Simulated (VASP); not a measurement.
## ZnS: single point with PBE-based screened hybrid

The system is ZnS.

```xyz
2
Lattice="0.0000 2.5310 2.5310 2.5310 0.0000 2.5310 2.5310 2.5310 0.0000" Properties=species:S:1:pos:R:3 pbc="T T T"
Zn    0.0000    0.0000    0.0000
S     2.5310    2.5310    2.5310
```

```
Program                            : VASP 6.6.1
Task                               : single point
Functional                         : PBE-based screened hybrid
Potentials or basis                : VASP PAW PBE potentials, release 64 (Zn, S)
Cutoff                             : 520 eV
k mesh                             : 4 × 4 × 4
Occupations                        : fermi-dirac, width 0.02 eV
Spin                               : no spin polarisation
Dipole correction                  : no
Grid for exact exchange (PRECFOCK) : Normal
Share of exact exchange            : 0.75
Further INCAR settings             : ALGO = Normal; EDIFF = 1e-06; NBANDS = 16
Screening parameter                : 0.1 1/Å
```

```json
{"Pressure": "-1.5 GPa", "Band gap on the k mesh": "4.49 eV, indirect (least direct gap 7.29 eV)"}
```

Levels at points of the mesh, in eV from the valence-band top:
| k point | band 6 | band 7 | band 8 | band 9 | band 10 | band 11 | band 12 | band 13 |
| --- | --- | --- | --- | --- | --- | --- | --- | --- |
| (0.00, 0.00, 0.00) | -11.41 | -0.28 | -0.28 | -0.28 | 7.28 | 13.98 | 13.98 | 13.98 |
| (0.50, 0.00, 0.00) | -11.29 | -7.23 | 0.00 | 0.00 | 8.40 | 10.59 | 10.59 | 14.34 |
| (0.50, 0.50, 0.00) | -10.47 | -6.37 | -2.79 | -2.79 | 4.49 | 9.50 | 18.31 | 19.19 |

Run time: 8.9 min on 1 thread of AMD EPYC 7R43 64-Core Processor (Zen 3), with other jobs on the host, peak memory 0.23 GiB.

Caveat: the k points lie up to 0.54 Å⁻¹ apart; the PAW data sets were made with another functional, which shifts forces and pressure a little. A k mesh can miss the band edges.
